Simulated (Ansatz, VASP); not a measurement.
**Two plane-wave programs on TiS2**

```
CELL_PARAMETERS angstrom
3.46176 0.00000 0.00000
-1.73088 2.99797 0.00000
0.00000 0.00000 5.82480
ATOMIC_POSITIONS crystal
Ti 0.00000 0.00000 0.00000
S 0.33333 0.66667 0.23831
S 0.66667 0.33333 0.76169
```

Change from the starting cell: hydrostatic strain +1.5%.

Alike in both runs: task single point; functional HSE06; k mesh 6 × 6 × 4; occupations fermi-dirac, width 0.02 eV; no spin polarisation.

|  | VASP | Ansatz |
| --- | --- | --- |
| version | VASP 6.6.1 | Ansatz 0.2.0 |
| potentials or method | VASP PAW PBE potentials, release 64 (Ti_sv, S) | plane waves, PAW |
| plane-wave cutoff (eV) | 400 | 420 |
| valence electrons in the cell | 24 | 24 |

```csv
,VASP,Ansatz,Ansatz less VASP
gap on the k mesh at the Fermi level (eV),0.82,0.83,+0.013
pressure (GPa),-2.4,-2.1,+0.35
"traceless stress, the component that is largest in VASP (GPa)",1.75,1.69,-0.056
rms of the force components (eV/Å),0.108,0.110,+0.0023
```

Atom by atom the forces differ by 0.002 eV/Å (rms over components). The functional is the same, so the differences come from potentials, cutoffs and numerics. Ansatz's warnings: stress exchange threshold loose, stress scf threshold loose.
